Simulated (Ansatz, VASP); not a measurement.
# Sr: VASP beside Ansatz

```
CELL_PARAMETERS angstrom
6.74982 0.00000 0.00000
-3.37491 5.84552 0.00000
0.00000 0.00000 4.18489
ATOMIC_POSITIONS crystal
Sr 0.00000 0.00000 0.00000
Sr 0.33333 0.66667 0.50000
Sr 0.66667 0.33333 0.50000
```

Alike in both runs: task relaxation of cell and atoms; functional PBE; k mesh 5 × 5 × 7; occupations fermi-dirac, width 0.1 eV; no spin polarisation.

|  | VASP | Ansatz |
| --- | --- | --- |
| version | VASP 6.6.1 | Ansatz 0.2.0 |
| potentials or method | VASP PAW PBE potentials, release 64 (Sr_sv) | PAW with Ansatz's default frozen-core files, scalar-relativistic |
| plane-wave cutoff (eV) | 600 | 420 |
| valence electrons in the cell | 30 | 30 |

Ansatz gave:

| Property | Result |
| --- | --- |
| relaxed volume (Å³/atom) | 55.43 |
| relaxed length of the cell vector where the two differ most in proportion (Å) | 4.094 |

Problem. What did VASP give for the same quantities?

Solution. Relaxed volume (Å³/atom): 55.54; relaxed length of the cell vector where the two differ most in proportion (Å): 4.101.
